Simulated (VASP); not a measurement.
# BN (zincblende type): electric field gradients with LDA

Crystal: BN (zincblende type).

```
B N
1.0
     0.00000    1.81235    1.81235
     1.81235    0.00000    1.81235
     1.81235    1.81235    0.00000
B N
1 1
Direct
  0.00000 0.00000 0.00000
  0.25000 0.25000 0.25000
```

```yaml
Program: VASP 6.6.1
Task: electric field gradients
Functional: LDA
Potentials_or_basis: VASP PAW LDA potentials, release 64 (B, N)
Cutoff: 520 eV
k_mesh: 16 × 16 × 16
Occupations: fermi-dirac, width 0.03 eV
Spin: no spin polarisation
Dipole_correction: no
Further_INCAR_settings: ALGO = Normal; EDIFF = 1e-08; NBANDS = 11
```

```yaml
Pressure: -13.0 GPa
Band_gap_on_the_k_mesh: 4.33 eV, indirect (least direct gap 8.65 eV)
```

Levels at points of the mesh, in eV from the valence-band top:
```
           k point  band 1  band 2  band 3  band 4  band 5  band 6  band 7  band 8
(0.00, 0.00, 0.00)  -19.98    0.00    0.00    0.00    8.65    8.65    8.65   10.31
(0.50, 0.00, 0.00)  -15.73  -10.64   -1.93   -1.93   10.10   10.52   10.52   14.93
(0.50, 0.50, 0.00)  -14.37   -8.83   -4.89   -4.89    4.33    9.10   17.58   17.58
```

Wall time 29 s on 1 thread of AMD EPYC 9R45, on a shared host, peak memory 0.1 GiB.

Caveat: without QUAD_EFG the Cq values of the log hold for a quadrupole moment of 1 mb, not for the nuclei. As with any semilocal functional, this LDA gap is likely too small.
